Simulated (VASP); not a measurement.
# B: single point with PBE

Crystal: B.

```
B
1.0
     0.00000    2.69616    0.00000
     0.00000    0.00000    2.69616
     5.39231    0.00000    0.00000
B
6
Cartesian
  0.0000 1.3481 1.3481
  2.6962 1.3481 1.3481
  1.3481 0.0000 1.3481
  4.0442 0.0000 1.3481
  1.3481 1.3481 0.0000
  4.0442 1.3481 0.0000
```

This isn't the form of B at room conditions, which is rhombohedral.

```json
{"Program": "VASP 6.6.1", "Task": "single point", "Functional": "PBE", "Potentials or basis": "VASP PAW PBE potentials, release 64 (B)", "Cutoff": "520 eV", "k mesh": "8 × 8 × 4", "Occupations": "gaussian, width 0.2 eV", "Spin": "no spin polarisation"}
```

The pressure is -0.6 GPa. The band gap on the k mesh is zero (bands 9 and 10 overlap by 6.72 eV).

Levels at points of the mesh, in eV from the Fermi level:
| k point | band 5 | band 6 | band 7 | band 8 | band 9 | band 10 | band 11 | band 12 | band 13 | band 14 |
| --- | --- | --- | --- | --- | --- | --- | --- | --- | --- | --- |
| (0.00, 0.00, 0.00) | -3.59 | -3.59 | -0.63 | -0.63 | 3.52 | 3.52 | 4.08 | 4.31 | 4.31 | 6.17 |
| (0.50, 0.00, 0.00) | -8.02 | -7.11 | -0.63 | -0.63 | 3.45 | 3.52 | 3.52 | 4.08 | 4.82 | 4.82 |
| (0.50, 0.50, 0.00) | -7.11 | -5.40 | -5.40 | -5.40 | -2.52 | -2.52 | -2.52 | 3.45 | 4.82 | 4.82 |
| (0.00, 0.00, 0.50) | -2.54 | -2.54 | -2.54 | -2.54 | 4.20 | 4.20 | 5.65 | 5.65 | 7.13 | 7.13 |
| (0.50, 0.00, 0.50) | -4.60 | -4.60 | -2.47 | -2.47 | 0.55 | 0.55 | 4.10 | 4.10 | 8.75 | 8.75 |
| (0.50, 0.50, 0.50) | -7.13 | -7.13 | -6.37 | -6.37 | -0.04 | -0.04 | 0.91 | 0.91 | 0.91 | 0.91 |

Wall time 53 s on 1 thread of Intel Xeon 8259CL, with other jobs on the host, peak memory 0.12 GiB.
